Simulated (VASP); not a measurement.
NaI: single point with PBE

NaI:

```
CELL_PARAMETERS angstrom
-0.29082 3.44300 3.44300
3.44300 -0.29082 3.44300
3.44300 3.44300 -0.29082
ATOMIC_POSITIONS crystal
Na 0.98974 0.98974 0.98974
I 0.26026 0.26026 0.26026
```

This cell differs from its parent crystal: epitaxial 111 strain +5.4%.

```yaml
Program: VASP 6.6.1
Task: single point
Functional: PBE
Potentials_or_basis: VASP PAW PBE potentials, release 64 (Na_pv, I)
Cutoff: 520 eV
k_mesh: 6 × 6 × 6
Occupations: fermi-dirac, width 0.02 eV
Spin: no spin polarisation
```

The pressure is -0.1 GPa. The largest force is 0.003 eV/Å. The band gap on the k mesh is 3.50 eV.

Forces in eV/Å, atoms in the order of the input:
```
Na  -0.002 -0.002 -0.002
I    0.002  0.002  0.002
```

Stress tensor (GPa, compression positive):
```
-0.14  0.23  0.23
 0.23 -0.14  0.23
 0.23  0.23 -0.14
```

Levels at points of the mesh, in eV from the valence-band top:
| k point | band 3 | band 4 | band 5 | band 6 | band 7 | band 8 | band 9 | band 10 | band 11 | band 12 |
| --- | --- | --- | --- | --- | --- | --- | --- | --- | --- | --- |
| (0.00, 0.00, 0.00) | -22.41 | -10.58 | -0.27 | -0.27 | 0.00 | 3.50 | 7.31 | 7.31 | 8.41 | 9.48 |
| (0.50, 0.00, 0.00) | -22.41 | -10.47 | -1.38 | -0.32 | -0.17 | 5.16 | 7.15 | 7.26 | 8.00 | 10.25 |
| (0.50, 0.50, 0.00) | -22.41 | -10.42 | -1.27 | -0.71 | -0.40 | 4.91 | 6.02 | 8.50 | 9.77 | 10.37 |
| (0.50, 0.50, 0.50) | -22.41 | -10.42 | -1.29 | -0.48 | -0.48 | 5.03 | 7.01 | 7.01 | 7.58 | 10.14 |

Wall time 44 s on 1 thread of Intel Xeon 8259CL (shared host), peak memory 0.22 GiB.

Caveat: the cell differs from its parent crystal (epitaxial 111 strain +5.4%); spin-orbit coupling is left out, which moves the levels of the heavy elements.
